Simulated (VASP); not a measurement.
Write the native input for VASP 6.6.1 that does the following.

```yaml
Task: single point
Functional: PBE
Potentials_or_basis: VASP PAW PBE potentials, release 64 (Nb_sv)
Cutoff: 500 eV
k_mesh: 24 × 24 × 24
Occupations: gaussian, width 0.1 eV
Spin: no spin polarisation
Dipole_correction: no
Further_INCAR_settings: ALGO = Normal; EDIFF = 1e-06; NBANDS = 12
```

The structure of Nb lies in POSCAR:

```
Nb
1.0
   -1.6549818147      1.6549818147      1.6549818147
    1.6549818147     -1.6549818147      1.6549818147
    1.6549818147      1.6549818147     -1.6549818147
Nb
1
Direct
    0.0000000000      0.0000000000      0.0000000000
```

The input as run:

INCAR

```
  PREC = Accurate
  ENCUT = 500
  EDIFF = 1E-6
  ISMEAR = 0
  SIGMA = 0.1
  LREAL = F
  LASPH = T
  NELM = 120
  ALGO = Normal
  ISIF = 2
  LWAVE = F
  LCHARG = F
  GGA = PE
  NBANDS = 12
  GGA_COMPAT = F
```

KPOINTS

```
Automatic mesh
0
Gamma
  24 24 24
```

Potentials or basis: VASP PAW PBE potentials, release 64 (Nb_sv).

Run with:

```bash
$ cat potpaw_PBE.64/Nb_sv/POTCAR > POTCAR
$ mpirun -np 1 vasp_std > vasp.out
```

Results of the run:

The pressure is -0.4 GPa. The band gap on the k mesh is zero (an odd number of electrons rules out a gap without spin polarisation).

Run time: 64 s on 1 thread of Intel Xeon 8259CL, on a shared host, peak memory 0.2 GiB.
